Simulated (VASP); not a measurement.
# SnSe (P6_3/mmc) in VASP: notebook, part 2 of 2

VASP 6.6.1. Earlier steps stand in the parts before.

## 4. Single point, r2SCAN (volume changed by +3%)

The input, POSCAR:

```
SnSe
1.0
    5.1146015367      0.0000000000      0.0000000000
   -2.5573007684      4.4293748610      0.0000000000
    0.0000000000      0.0000000000      6.1335237311
Sn Se
2 2
Direct
    0.3333333333      0.6666666667      0.2500000000
    0.6666666667      0.3333333333      0.7500000000
    0.6666666667      0.3333333333      0.2500000000
    0.3333333333      0.6666666667      0.7500000000
```

The input, INCAR.step1:

```
PREC     = Accurate       # precision mode
ENCUT    = 550            # plane-wave cutoff, eV
ISMEAR   = 0              # smearing method
SIGMA    = 0.01           # smearing width, eV
LREAL    = False          # projectors in reciprocal space
LASPH    = True           # aspherical terms in the spheres
NELM     = 120            # most SCF steps
NBANDS   = 28             # bands
GGA      = PE             # functional
ALGO     = Normal         # electronic algorithm
EDIFF    = 1E-5           # SCF threshold, eV
LWAVE    = True           # write WAVECAR
LCHARG   = False          # write CHGCAR
GGA_COMPAT= False
```

The input, INCAR.step2:

```
PREC     = Accurate       # precision mode
ENCUT    = 550            # plane-wave cutoff, eV
EDIFF    = 1E-6           # SCF threshold, eV
ISMEAR   = 0              # smearing method
SIGMA    = 0.01           # smearing width, eV
LREAL    = False          # projectors in reciprocal space
LASPH    = True           # aspherical terms in the spheres
NELM     = 120            # most SCF steps
ALGO     = Normal         # electronic algorithm
ISIF     = 2              # what is computed and relaxed
LWAVE    = False          # write WAVECAR
LCHARG   = False          # write CHGCAR
METAGGA  = R2SCAN         # meta-GGA
LMIXTAU  = True         
NBANDS   = 28             # bands
ISTART   = 1            
GGA_COMPAT= False
```

The input, KPOINTS:

```
regular mesh
0
Gamma
  6 6 4
```

Potentials or basis: VASP PAW PBE potentials, release 64 (Sn_d, Se).

Launch:

```sh
> cat potpaw_PBE.64/Sn_d/POTCAR potpaw_PBE.64/Se/POTCAR > POTCAR
> cp INCAR.step1 INCAR
> mpirun -np 1 vasp_std > vasp.out
> cp INCAR.step2 INCAR
> mpirun -np 1 vasp_std > vasp.out
```

OUTCAR:

```text
PREC = Accurate
   ENCUT = 550
   EDIFF = 1E-6
   ISMEAR = 0
   LREAL = False
   LASPH = True
   NELM = 120
   ISIF = 2
   METAGGA = R2SCAN
   ISTART = 1

 ion  position               nearest neighbor table
   1  0.333  0.667  0.250-   3 2.95   3 2.95   3 2.95   4 3.07   4 3.07
   2  0.667  0.333  0.750-   4 2.95   4 2.95   4 2.95   3 3.07   3 3.07
   3  0.667  0.333  0.250-   1 2.95   1 2.95   1 2.95   2 3.07   2 3.07
   4  0.333  0.667  0.750-   2 2.95   2 2.95   2 2.95   1 3.07   1 3.07

  LATTYP: Found a hexagonal cell.
 ALAT       =     5.1146015367
 C/A-ratio  =     1.1992182943

  Lattice vectors:

 A1 = (   5.1146015367,   0.0000000000,   0.0000000000)
 A2 = (  -2.5573007684,   4.4293748610,   0.0000000000)
 A3 = (   0.0000000000,   0.0000000000,   6.1335237311)

Analysis of symmetry for initial positions (statically):
=====================================================================
 Subroutine PRICEL returns:
 Original cell was already a primitive cell.

 Routine SETGRP: Setting up the symmetry group for a
 hexagonal supercell.

 Subroutine GETGRP returns: Found 24 space group operations
 (whereof 12 operations were pure point group operations)
 out of a pool of 24 trial point group operations.

The static configuration has the point symmetry D_3d.
 The point group associated with its full space group is D_6h.

Analysis of symmetry for dynamics (positions and initial velocities):
=====================================================================
 Subroutine PRICEL returns:
 Original cell was already a primitive cell.

 Routine SETGRP: Setting up the symmetry group for a
 hexagonal supercell.

 Subroutine GETGRP returns: Found 24 space group operations
 (whereof 12 operations were pure point group operations)
 out of a pool of 24 trial point group operations.

The dynamic configuration has the point symmetry D_3d.
 The point group associated with its full space group is D_6h.

 Subroutine INISYM returns: Found 24 space group operations
 (whereof 12 operations are pure point group operations),
 and found     1 'primitive' translations

----------------------------------------------------------------------------------------

                                     Primitive cell

  volume of cell :     138.9518

  direct lattice vectors                    reciprocal lattice vectors
     5.114601537  0.000000000  0.000000000     0.195518652  0.112882747  0.000000000
    -2.557300768  4.429374861  0.000000000     0.000000000  0.225765493  0.000000000
     0.000000000  0.000000000  6.133523731     0.000000000  0.000000000  0.163038417

  length of vectors
     5.114601537  5.114601537  6.133523731     0.225765493  0.225765493  0.163038417

  position of ions in fractional coordinates (direct lattice)
     0.333333333  0.666666667  0.250000000
     0.666666667  0.333333333  0.750000000
     0.666666667  0.333333333  0.250000000
     0.333333333  0.666666667  0.750000000

  ion indices of the primitive-cell ions
   primitive index   ion index
                 1           1
                 2           2
                 3           3
                 4           4

----------------------------------------------------------------------------------------

 KPOINTS: regular mesh

Automatic generation of k-mesh.
 Grid dimensions read from file:
 generate k-points for:    6    6    4

 Generating k-lattice:

  Cartesian coordinates                     Fractional coordinates (reciprocal lattice)
     0.032586442  0.018813791  0.000000000     0.166666667  0.000000000  0.000000000
     0.000000000  0.037627582  0.000000000     0.000000000  0.166666667  0.000000000
     0.000000000  0.000000000  0.040759604     0.000000000  0.000000000  0.250000000

  Length of vectors
     0.037627582  0.037627582  0.040759604

  Shift w.r.t. Gamma in fractional coordinates (k-lattice)
     0.000000000  0.000000000  0.000000000

 Subroutine IBZKPT returns following result:
 ===========================================

 Found     21 irreducible k-points:

 Following reciprocal coordinates:
            Coordinates               Weight
  0.000000  0.000000  0.000000      1.000000
  0.166667  0.000000  0.000000      6.000000
  0.333333  0.000000  0.000000      6.000000
  0.500000  0.000000  0.000000      3.000000
  0.166667  0.166667  0.000000      6.000000
  0.333333  0.166667  0.000000     12.000000
[... 13 lines left out ...]
  0.333333  0.166667  0.500000     12.000000
  0.333333  0.333333  0.500000      2.000000
   k-points           NKPTS =     21   k-points in BZ     NKDIM =     21   number of bands    NBANDS=     28
   number of dos      NEDOS =    301   number of ions     NIONS =      4
   total plane-waves  NPLWV =  76800
   dimension x,y,z NGX =    40 NGY =   40 NGZ =   48
   dimension x,y,z NGXF=    80 NGYF=   80 NGZF=   96
   ions per type =               2   2
   NGX,Y,Z   is equivalent  to a cutoff of  13.00, 13.00, 13.01 a.u.
   NGXF,Y,Z  is equivalent  to a cutoff of  26.00, 26.00, 26.02 a.u.
 SYSTEM =  unknown system
   PREC   = accura    normal or accurate (medium, high low for compatibility)
   ISTART =      1    job   : 0-new  1-cont  2-samecut
   ICHARG =      0    charge: 1-file 2-atom 10-const
   ISPIN  =      1    spin polarized calculation?
   LNONCOLLINEAR =      F non collinear calculations
   LSORBIT =      F    spin-orbit coupling
   LASPH  =      T    aspherical Exc in radial PAW
   ENCUT  =  550.0 eV  40.42 Ry    6.36 a.u.   9.78  9.78 11.73*2*pi/ulx,y,z
   NELM   =    120;   NELMIN=  2; NELMDL=  0     # of ELM steps
   EDIFF  = 0.1E-05   stopping-criterion for ELM
   LREAL  =      F    real-space projection
   EDIFFG = 0.1E-04   stopping-criterion for IOM
   NSW    =      0    number of steps for IOM
   IBRION =     -1    ionic relax: 0-MD 1-quasi-New 2-CG
   NFREE  =      0    steps in history (QN), initial steepest desc. (CG)
   ISIF   =      2    stress and relaxation
   ISYM   =      2    0-nonsym 1-usesym 2-fastsym
   POTIM  = 0.5000    time-step for ionic-motion
   TEBEG  =    0.0;   TEEND  =   0.0 temperature during run
   PSTRESS=    0.0 pullay stress
   NELECT =      40.0000    total number of electrons
   NUPDOWN=      -1.0000    fix difference up-down
   EMIN   =  10.00;   EMAX   =-10.00  energy-range for DOS
   EFERMI =   0.00;   METHOD = LEGACY
   ISMEAR =     0;   SIGMA  =   0.01  broadening in eV -4-tet -1-fermi 0-gaus
   EFERMI_NEDOS =   21; number of points for ismear=-14 and -15
   IALGO  =     38    algorithm
   IMIX   =      4    mixing-type and parameters
     AMIX     =   0.40;   BMIX     =  1.00
     AMIX_MAG =   1.60;   BMIX_MAG =  1.00
  volume/ion in A,a.u.               =      34.74       234.42
  Fermi-wavevector in a.u.,A,eV,Ry     =   1.080953  2.042705 15.897849  1.168459
  Thomas-Fermi vector in A             =   2.216957
   LORBIT       =      0    0 simple, 1 ext, 2 COOP (PROOUT), +10 PAW based schemes
   METAGGA = R2SCAN    functional components
   LHFCALC =     F    Hartree Fock is set to
   AEXX    =    0.0000 exact exchange contribution
   IVDW    =     0    specifies the selected vdW correction
   LEPSILON=     F    determine dielectric tensor
   LRPA    =     F    only Hartree local field effects (RPA)
 non-spin polarized calculation
 Gauss-broadening in eV      SIGMA  =   0.01
  energy-cutoff  :      550.00
  volume of cell :      138.95
 maximum number of plane-waves:      4091
 NGX is ok and might be reduce to    40
   NGX = 19   NGY = 19   NGZ = 23

 number of electron      40.0000010 magnetization

 Free energy of the ion-electron system (eV)
  ---------------------------------------------------
  ext. energy  EPLUGINS =         0.00000000
  ---------------------------------------------------
  free energy    TOTEN  =       -79.17470229 eV

  energy without entropy =      -79.17470229  energy(sigma->0) =      -79.17470229

 E-fermi :   3.7733     XC(G=0):  -8.8036

 val. band max:        3.6752098488   @ k =   0.3333   0.3333   0.5000
 cond. band min:       4.3251985479   @ k =   0.3333   0.3333   0.5000
 fundamental gap:      0.6499886991
 Fermi energy:         3.7732675554

 k-point     1 :       0.0000    0.0000    0.0000
  band No.  band energies     occupation
      1     -18.9916      2.00000
      2     -18.9730      2.00000
      3     -18.9730      2.00000
      4     -18.9726      2.00000
      5     -18.9726      2.00000
      6     -18.9706      2.00000
[... 640 lines left out ...]
     27       9.5073      0.00000
     28       9.5073      0.00000

------------------------ aborting loop because EDIFF is reached ----------------------------------------

  FORCE on cell =-STRESS in cart. coord.  units (eV):
  Direction    XX          YY          ZZ          XY          YZ          ZX
  --------------------------------------------------------------------------------------
  -------------------------------------------------------------------------------------
  Total       -0.9637556     -0.9637556     -1.0312124      0.0000000     -0.0000000      0.0000000
  in kB      -11.1125366    -11.1125366    -11.8903437      0.0000000     -0.0000000      0.0000000
  external PRESSURE =     -11.3718056 kB  Pullay stress =       0.0000000 kB

 VOLUME and BASIS-vectors are now :
 -----------------------------------------------------------------------------
  energy-cutoff  :      550.00
  volume of cell :      138.95
      direct lattice vectors                 reciprocal lattice vectors
     5.114601537  0.000000000  0.000000000     0.195518652  0.112882747  0.000000000
    -2.557300768  4.429374861  0.000000000     0.000000000  0.225765493  0.000000000
     0.000000000  0.000000000  6.133523731     0.000000000  0.000000000  0.163038417

 POSITION                                       TOTAL-FORCE (eV/Angst)
 -----------------------------------------------------------------------------------
     -0.00000      2.95292      1.53338        -0.000000     -0.000000      0.000000
      2.55730      1.47646      4.60014         0.000000      0.000000     -0.000000
      2.55730      1.47646      1.53338         0.000000      0.000000     -0.000000
     -0.00000      2.95292      4.60014        -0.000000      0.000000     -0.000000
 -----------------------------------------------------------------------------------
    total drift:                                0.000000     -0.000000     -0.000000

  FREE ENERGIE OF THE ION-ELECTRON SYSTEM (eV)
  ---------------------------------------------------
  free  energy   TOTEN  =       -79.1747022922 eV

  energy  without entropy=      -79.1747022922  energy(sigma->0) =      -79.17470229
```

Run time: 4.1 min. Hardware: 1 thread of Intel Xeon Platinum 8259CL at 2.50GHz (Skylake/Cascade Lake), shared host; peak memory 0.33 GiB.

Results:

```yaml
Free_energy: -79.1747 eV
Pressure: -1.1 GPa
Band_gap_on_the_k_mesh: 0.65 eV, direct
```

Levels at points of the mesh, in eV from the valence-band top:
| k point | band 18 | band 19 | band 20 | band 21 | band 22 | band 23 |
| --- | --- | --- | --- | --- | --- | --- |
| (0.00, 0.00, 0.00) | -2.67 | -2.67 | -2.56 | 1.04 | 1.04 | 2.58 |
| (0.50, 0.00, 0.00) | -3.02 | -2.57 | -1.02 | 2.14 | 2.84 | 3.45 |
| (0.00, 0.00, 0.50) | -3.33 | -1.78 | -1.78 | 1.47 | 1.47 | 1.47 |
| (0.50, 0.00, 0.50) | -2.62 | -0.93 | -0.93 | 0.84 | 0.84 | 2.53 |

Caveat: the PAW data sets were made with another functional, which shifts forces and pressure a little; spin-orbit coupling is left out, which moves the levels of the heavy elements. A k mesh can miss the band edges.

## 5. Summary

```csv
cell,gap on the mesh (eV),pressure (GPa)
"a = 5.013, b = 5.013, c = 6.012 Å, angles 90.0, 90.0, 120.0°, 4 atoms",0.50,1.3
"a = 5.064, b = 5.064, c = 6.073 Å, angles 90.0, 90.0, 120.0°, 4 atoms",0.58,0.0
"a = 5.115, b = 5.115, c = 6.134 Å, angles 90.0, 90.0, 120.0°, 4 atoms",0.65,-1.1
```

Alike in all rows: task single point; level r2SCAN; potentials or basis VASP PAW PBE potentials, release 64 (Sn_d, Se); no spin polarisation; k mesh 6 × 6 × 4; cutoff (eV) 550; smearing gaussian 0.01 eV.

Caveats: the PAW data sets were made with another functional, which shifts forces and pressure a little; spin-orbit coupling is left out, which moves the levels of the heavy elements.

Absolute energies hang on the potentials; compare differences alone.
